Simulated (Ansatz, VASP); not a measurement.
**Cu in VASP and in Ansatz**

```
Cu
1.0
     0.00000    1.81458    1.81458
     1.81458    0.00000    1.81458
     1.81458    1.81458    0.00000
Cu
1
Direct
  0.00000 0.00000 0.00000
```

Alike in both runs: task single point; functional PBE; k mesh 15 × 15 × 15; occupations fermi-dirac, width 0.6 eV; no spin polarisation.

|  | VASP | Ansatz |
| --- | --- | --- |
| version | VASP 6.6.1 | Ansatz 0.2.0 |
| potentials or method | VASP PAW PBE potentials, release 64 (Cu), cutoff 520 eV | plane waves (420 eV) with PAW, scalar-relativistic |
| valence electrons in the cell | 11 | 19 |

VASP gave:

```
pressure (GPa) : 3.9
```

What did Ansatz give for the same quantities?

Pressure (GPa): 3.4.

With one functional, cell and mesh, what is left measures potentials, basis and numerics. VASP's potentials hold 11 valence electrons a cell and Ansatz's 19, so a difference there can come from the potentials and not from the codes.
